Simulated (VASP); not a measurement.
# NbN (Fm-3m) in VASP: notebook

The runs below take NbN through single point, with PBE, PBE+U.

Program: VASP 6.6.1. These are calculated values, not measurements. Logs are shortened: lines on timing, memory, paths and dates and some standing lists are left out, and cuts for length are marked.

## (1) The cell of the first run

The structure is cubic, space group Fm-3m (No. 225). Conventional cell: a = 4.401 Å, b = 4.401 Å, c = 4.401 Å, α = 90.00°, β = 90.00°, γ = 90.00°. Within 2.9 Å of Nb (site symmetry m-3m) lie 6 N at 2.20 Å. Within 2.9 Å of N (site symmetry m-3m) lie 6 Nb at 2.20 Å.

## (2) Single point, PBE

The input, INCAR:

```
PREC = Accurate
ENCUT = 600
EDIFF = 1E-6
ISMEAR = -1
SIGMA = 0.1
LREAL = False
LASPH = True
NELM = 120
ALGO = Normal
ISIF = 2
LWAVE = False
LCHARG = False
GGA = PE
NBANDS = 16
GGA_COMPAT = False
```

The input, KPOINTS:

```
Automatic mesh
0
Gamma
  7 7 7
```

The input, POSCAR:

```
NbN
1.0
    0.0000000000      2.2003970000      2.2003970000
    2.2003970000      0.0000000000      2.2003970000
    2.2003970000      2.2003970000      0.0000000000
Nb N
1 1
Direct
    0.5000000000      0.5000000000      0.5000000000
    0.0000000000      0.0000000000      0.0000000000
```

Potentials or basis: VASP PAW PBE potentials, release 64 (Nb_sv, N).

Started as:

```console
$ cat potpaw_PBE.64/Nb_sv/POTCAR potpaw_PBE.64/N/POTCAR > POTCAR
$ mpirun -np 1 vasp_std > vasp.out
```

OUTCAR:

```text
PREC = Accurate
   ENCUT = 600
   EDIFF = 1E-6
   ISMEAR = -1
   LREAL = False
   LASPH = True
   NELM = 120
   ISIF = 2
   GGA = PE

 ion  position               nearest neighbor table
   1  0.500  0.500  0.500-   2 2.20   2 2.20   2 2.20   2 2.20   2 2.20   2 2.20
   2  0.000  0.000  0.000-   1 2.20   1 2.20   1 2.20   1 2.20   1 2.20   1 2.20

  LATTYP: Found a face centered cubic cell.
 ALAT       =     4.4007940000

  Lattice vectors:

 A1 = (   0.0000000000,   2.2003970000,   2.2003970000)
 A2 = (   2.2003970000,   0.0000000000,   2.2003970000)
 A3 = (   2.2003970000,   2.2003970000,   0.0000000000)

Analysis of symmetry for initial positions (statically):
=====================================================================
 Subroutine PRICEL returns:
 Original cell was already a primitive cell.

 Routine SETGRP: Setting up the symmetry group for a
 face centered cubic supercell.

 Subroutine GETGRP returns: Found 48 space group operations
 (whereof 48 operations were pure point group operations)
 out of a pool of 48 trial point group operations.

The static configuration has the point symmetry O_h .

Analysis of symmetry for dynamics (positions and initial velocities):
=====================================================================
 Subroutine PRICEL returns:
 Original cell was already a primitive cell.

 Routine SETGRP: Setting up the symmetry group for a
 face centered cubic supercell.

 Subroutine GETGRP returns: Found 48 space group operations
 (whereof 48 operations were pure point group operations)
 out of a pool of 48 trial point group operations.

The dynamic configuration has the point symmetry O_h .

 Subroutine INISYM returns: Found 48 space group operations
 (whereof 48 operations are pure point group operations),
 and found     1 'primitive' translations

----------------------------------------------------------------------------------------

                                     Primitive cell

  volume of cell :      21.3075

  direct lattice vectors                    reciprocal lattice vectors
     0.000000000  2.200397000  2.200397000    -0.227231722  0.227231722  0.227231722
     2.200397000  0.000000000  2.200397000     0.227231722 -0.227231722  0.227231722
     2.200397000  2.200397000  0.000000000     0.227231722  0.227231722 -0.227231722

  length of vectors
     3.111831280  3.111831280  3.111831280     0.393576888  0.393576888  0.393576888

  position of ions in fractional coordinates (direct lattice)
     0.500000000  0.500000000  0.500000000
     0.000000000  0.000000000  0.000000000

  ion indices of the primitive-cell ions
   primitive index   ion index
                 1           1
                 2           2

----------------------------------------------------------------------------------------

 KPOINTS: Automatic mesh

Automatic generation of k-mesh.
 Grid dimensions read from file:
 generate k-points for:    7    7    7

 Generating k-lattice:

  Cartesian coordinates                     Fractional coordinates (reciprocal lattice)
    -0.032461675  0.032461675  0.032461675     0.142857143  0.000000000  0.000000000
     0.032461675 -0.032461675  0.032461675     0.000000000  0.142857143  0.000000000
     0.032461675  0.032461675 -0.032461675     0.000000000  0.000000000  0.142857143

  Length of vectors
     0.056225270  0.056225270  0.056225270

  Shift w.r.t. Gamma in fractional coordinates (k-lattice)
     0.000000000  0.000000000  0.000000000

 Subroutine IBZKPT returns following result:
 ===========================================

 Found     20 irreducible k-points:

 Following reciprocal coordinates:
            Coordinates               Weight
  0.000000  0.000000  0.000000      1.000000
  0.142857  0.000000  0.000000      8.000000
  0.285714  0.000000  0.000000      8.000000
  0.428571  0.000000  0.000000      8.000000
  0.142857  0.142857  0.000000      6.000000
  0.285714  0.142857  0.000000     24.000000
[... 12 lines left out ...]
 -0.428571  0.428571  0.142857     24.000000
 -0.285714  0.428571  0.142857     24.000000
   k-points           NKPTS =     20   k-points in BZ     NKDIM =     20   number of bands    NBANDS=     16
   number of dos      NEDOS =    301   number of ions     NIONS =      2
   total plane-waves  NPLWV =  21952
   dimension x,y,z NGX =    28 NGY =   28 NGZ =   28
   dimension x,y,z NGXF=    56 NGYF=   56 NGZF=   56
   ions per type =               1   1
   NGX,Y,Z   is equivalent  to a cutoff of  14.96, 14.96, 14.96 a.u.
   NGXF,Y,Z  is equivalent  to a cutoff of  29.92, 29.92, 29.92 a.u.
 SYSTEM =  unknown system
   PREC   = accura    normal or accurate (medium, high low for compatibility)
   ISTART =      0    job   : 0-new  1-cont  2-samecut
   ICHARG =      2    charge: 1-file 2-atom 10-const
   ISPIN  =      1    spin polarized calculation?
   LNONCOLLINEAR =      F non collinear calculations
   LSORBIT =      F    spin-orbit coupling
   LASPH  =      T    aspherical Exc in radial PAW
   ENCUT  =  600.0 eV  44.10 Ry    6.64 a.u.   6.22  6.22  6.22*2*pi/ulx,y,z
   NELM   =    120;   NELMIN=  2; NELMDL= -5     # of ELM steps
   EDIFF  = 0.1E-05   stopping-criterion for ELM
   LREAL  =      F    real-space projection
   EDIFFG = 0.1E-04   stopping-criterion for IOM
   NSW    =      0    number of steps for IOM
   IBRION =     -1    ionic relax: 0-MD 1-quasi-New 2-CG
   NFREE  =      0    steps in history (QN), initial steepest desc. (CG)
   ISIF   =      2    stress and relaxation
   ISYM   =      2    0-nonsym 1-usesym 2-fastsym
   POTIM  = 0.5000    time-step for ionic-motion
   TEBEG  =    0.0;   TEEND  =   0.0 temperature during run
   PSTRESS=    0.0 pullay stress
   NELECT =      18.0000    total number of electrons
   NUPDOWN=      -1.0000    fix difference up-down
   EMIN   =  10.00;   EMAX   =-10.00  energy-range for DOS
   EFERMI =   0.00;   METHOD = LEGACY
   ISMEAR =    -1;   SIGMA  =   0.10  broadening in eV -4-tet -1-fermi 0-gaus
   EFERMI_NEDOS =   21; number of points for ismear=-14 and -15
   IALGO  =     38    algorithm
   IMIX   =      4    mixing-type and parameters
     AMIX     =   0.40;   BMIX     =  1.00
     AMIX_MAG =   1.60;   BMIX_MAG =  1.00
  volume/ion in A,a.u.               =      10.65        71.90
  Fermi-wavevector in a.u.,A,eV,Ry     =   1.547585  2.924512 32.586233  2.395021
  Thomas-Fermi vector in A             =   2.652658
   LORBIT       =      0    0 simple, 1 ext, 2 COOP (PROOUT), +10 PAW based schemes
   GGA     = PE    functional components
   LHFCALC =     F    Hartree Fock is set to
   AEXX    =    0.0000 exact exchange contribution
   IVDW    =     0    specifies the selected vdW correction
   LEPSILON=     F    determine dielectric tensor
   LRPA    =     F    only Hartree local field effects (RPA)
 non-spin polarized calculation
  energy-cutoff  :      600.00
  volume of cell :       21.31
 maximum number of plane-waves:       725
 NGX is ok and might be reduce to    28
   NGX = 13   NGY = 13   NGZ = 13

 number of electron      18.0000000 magnetization

 Free energy of the ion-electron system (eV)
  ---------------------------------------------------
  ext. energy  EPLUGINS =         0.00000000
  ---------------------------------------------------
  free energy    TOTEN  =       -20.56406401 eV

  energy without entropy =      -20.53261241  energy(sigma->0) =      -20.54833821

 E-fermi :  13.8492     XC(G=0): -13.3516

 val. band max:       13.8434867626   @ k =  -0.2857   0.1429   0.0000
 cond. band min:      14.0047820391   @ k =  -0.2857   0.1429   0.0000
 fundamental gap:      0.1612952765
 Fermi energy:        13.8492321421

 k-point     1 :       0.0000    0.0000    0.0000
  band No.  band energies     occupation
      1     -42.5081      2.00000
      2     -18.1641      2.00000
      3     -18.1641      2.00000
      4     -18.1641      2.00000
      5      -3.6677      2.00000
      6      10.6035      2.00000
[... 8 lines left out ...]
     15      23.3408      0.00000
     16      36.5106      0.00000

 k-point     2 :       0.1429    0.0000    0.0000
  band No.  band energies     occupation
      1     -42.4834      2.00000
      2     -18.3732      2.00000
      3     -18.1815      2.00000
      4     -18.1815      2.00000
      5      -3.2435      2.00000
      6       8.8978      2.00000
[... 8 lines left out ...]
     15      24.5552      0.00000
     16      33.5362      0.00000

 k-point     3 :       0.2857    0.0000    0.0000
  band No.  band energies     occupation
      1     -42.4274      2.00000
      2     -18.8174      2.00000
      3     -18.2201      2.00000
      4     -18.2201      2.00000
      5      -2.2353      2.00000
      6       6.6024      2.00000
[... 8 lines left out ...]
     15      26.1196      0.00000
     16      30.1289      0.00000

 k-point     4 :       0.4286    0.0000    0.0000
  band No.  band energies     occupation
      1     -42.3820      2.00000
      2     -19.1522      2.00000
      3     -18.2508      2.00000
      4     -18.2508      2.00000
      5      -1.3024      2.00000
      6       5.0448      2.00000
[... 8 lines left out ...]
     15      26.6582      0.00000
     16      26.8676      0.00000
[... 248 lines left out ...]
 k-point    18 :      -0.4286    0.2857    0.1429
  band No.  band energies     occupation
      1     -42.3540      2.00000
      2     -18.9707      2.00000
      3     -18.5592      2.00000
      4     -18.3588      2.00000
      5      -1.9366      2.00000
      6       6.1879      2.00000
[... 8 lines left out ...]
     15      25.7452      0.00000
     16      26.5736      0.00000

 k-point    19 :      -0.4286    0.4286    0.1429
  band No.  band energies     occupation
      1     -42.3395      2.00000
      2     -18.9245      2.00000
      3     -18.5796      2.00000
      4     -18.4841      2.00000
      5      -2.4977      2.00000
      6       7.5183      2.00000
[... 8 lines left out ...]
     15      25.0231      0.00000
     16      27.7267      0.00000

 k-point    20 :      -0.2857    0.4286    0.1429
  band No.  band energies     occupation
      1     -42.3355      2.00000
      2     -18.7987      2.00000
      3     -18.7740      2.00000
      4     -18.4629      2.00000
      5      -2.2545      2.00000
      6       6.9903      2.00000
[... 8 lines left out ...]
     15      25.4067      0.00000
     16      25.8310      0.00000

------------------------ aborting loop because EDIFF is reached ----------------------------------------

  FORCE on cell =-STRESS in cart. coord.  units (eV):
  Direction    XX          YY          ZZ          XY          YZ          ZX
  --------------------------------------------------------------------------------------
  -------------------------------------------------------------------------------------
  Total        0.4872311      0.4872311      0.4872311      0.0000000      0.0000000      0.0000000
  in kB       36.6363694     36.6363694     36.6363694      0.0000000      0.0000000      0.0000000
  external PRESSURE =      36.6363694 kB  Pullay stress =       0.0000000 kB

 VOLUME and BASIS-vectors are now :
 -----------------------------------------------------------------------------
  energy-cutoff  :      600.00
  volume of cell :       21.31
      direct lattice vectors                 reciprocal lattice vectors
     0.000000000  2.200397000  2.200397000    -0.227231722  0.227231722  0.227231722
     2.200397000  0.000000000  2.200397000     0.227231722 -0.227231722  0.227231722
     2.200397000  2.200397000  0.000000000     0.227231722  0.227231722 -0.227231722

 POSITION                                       TOTAL-FORCE (eV/Angst)
 -----------------------------------------------------------------------------------
      2.20040      2.20040      2.20040         0.000000      0.000000      0.000000
      0.00000      0.00000      0.00000         0.000000      0.000000      0.000000
 -----------------------------------------------------------------------------------
    total drift:                                0.000000      0.000000      0.000000

  FREE ENERGIE OF THE ION-ELECTRON SYSTEM (eV)
  ---------------------------------------------------
  free  energy   TOTEN  =       -20.5640640088 eV

  energy  without entropy=      -20.5326124147  energy(sigma->0) =      -20.54833821
```

Wall time 8.3 s (1 thread of Intel Xeon Platinum 8488C (Sapphire Rapids), shared host); peak memory 0.15 GiB.

Results:

| Property | Result |
| --- | --- |
| Free energy | -20.5641 eV |
| Pressure | 3.7 GPa |
| Band gap on the k mesh | zero (bands 9 and 10 overlap by 3.23 eV) |

Levels at points of the mesh, in eV from the Fermi level:
| k point | band 7 | band 8 | band 9 | band 10 | band 11 | band 12 |
| --- | --- | --- | --- | --- | --- | --- |
| (0.00, 0.00, 0.00) | -3.25 | -3.25 | -1.93 | -1.93 | -1.93 | -0.08 |

Caveat: the cell stands under pressure.

## (3) Single point, PBE

Changes to INCAR since step 2:

```diff
@@ -3,4 +3,4 @@
 EDIFF = 1E-6
-ISMEAR = -1
-SIGMA = 0.1
+ISMEAR = 1
+SIGMA = 0.001
 LREAL = False
```

KPOINTS is that of step 2.

POSCAR is that of step 2.

Potentials or basis: VASP PAW PBE potentials, release 64 (Nb_sv, N).

Started as:

```console
$ cat potpaw_PBE.64/Nb_sv/POTCAR potpaw_PBE.64/N/POTCAR > POTCAR
$ mpirun -np 1 vasp_std > vasp.out
```

Run time: 8 s. Hardware: 1 thread of Intel Xeon Platinum 8488C (Sapphire Rapids), shared host; peak memory 0.15 GiB.

Results (log left out):

```yaml
Free_energy: -20.5439 eV
Pressure: 3.6 GPa
Band_gap_on_the_k_mesh: zero (bands 9 and 10 overlap by 3.23 eV)
```

Levels at points of the mesh, in eV from the Fermi level:
```
           k point  band 5  band 6  band 7  band 8  band 9  band 10  band 11  band 12  band 13  band 14
(0.00, 0.00, 0.00)  -17.51   -3.24   -3.24   -3.24   -1.93    -1.93    -1.93    -0.07    -0.07     3.25
```

Caveat: the cell stands under pressure.

## (4) Single point, PBE+U

The input, INCAR:

```
SYSTEM = NbN
  PREC = Accurate
  ENCUT = 600
  EDIFF = 1E-6
  ISMEAR = -1
  SIGMA = 0.1
  LREAL = .FALSE.
  LASPH = .TRUE.
  NELM = 200
  ALGO = Normal
  ISIF = 2
  LWAVE = .FALSE.
  LCHARG = .TRUE.
  LMAXMIX = 4
  LDAU = .TRUE.
  LDAUTYPE = 2
  LDAUL = 2 -1
  LDAUU = 5 0
  LDAUJ = 0 0
  LDAUPRINT = 1
  GGA = PE
  LELF = .TRUE.
  LVHAR = .TRUE.
  NBANDS = 16
  GGA_COMPAT = .FALSE.
```

The input, KPOINTS:

```
Automatic mesh
0
G
  7 7 7
  0 0 0
```

POSCAR is that of step 3.

Started as:

```console
$ cat potpaw_PBE.64/Nb_sv/POTCAR potpaw_PBE.64/N/POTCAR > POTCAR
$ mpirun -np 1 vasp_std > vasp.out
```

Run time: 8.4 s. Hardware: 1 thread of Intel Xeon Platinum 8488C (Sapphire Rapids), shared host; peak memory 0.15 GiB.

Results (log left out):

```yaml
Free_energy: -16.2171 eV
Pressure: 15.5 GPa
Band_gap_on_the_k_mesh: zero (bands 9 and 10 overlap by 3.32 eV)
```

Levels at points of the mesh, in eV from the Fermi level:
```tsv
k point	band 6	band 7	band 8	band 9	band 10	band 11	band 12	band 13
(0.00, 0.00, 0.00)	-3.61	-3.61	-3.61	-1.93	-1.93	-1.93	0.35	0.35
```

Eigenvalues of the final occupation matrices:
| site | spin | trace | eigenvalues |
| --- | --- | --- | --- |
| site 1 d | 1 | 1.04 | 0.16 0.16 0.24 0.24 0.24 |
| site 1 d | 2 | 1.04 | 0.16 0.16 0.24 0.24 0.24 |

Caveat: the cell stands under pressure; U without spin polarisation on a metal has little footing.

## (5) Overview

| level | U | smearing | gap on the mesh (eV) | pressure (GPa) |
| --- | --- | --- | --- | --- |
| PBE | - | fermi-dirac 0.1 eV | none | 3.7 |
| PBE | - | methfessel-paxton 0.001 eV | none | 3.6 |
| PBE+U | Nb d U = 5.0 eV | fermi-dirac 0.1 eV | none | 15.5 |

Alike in all rows: task single point; potentials or basis VASP PAW PBE potentials, release 64 (Nb_sv, N); no spin polarisation; cell as given; k mesh 7 × 7 × 7; cutoff (eV) 600.

The pressure there spans 3.6 GPa (PBE) to 15.5 GPa (PBE+U); a positive pressure means that this level wants a larger cell, a negative one a smaller.

Caveats: the cell stands under pressure; U without spin polarisation on a metal has little footing (at least some runs).

Total energies depend on the potentials used, so only differences within one code and one set of settings carry meaning.
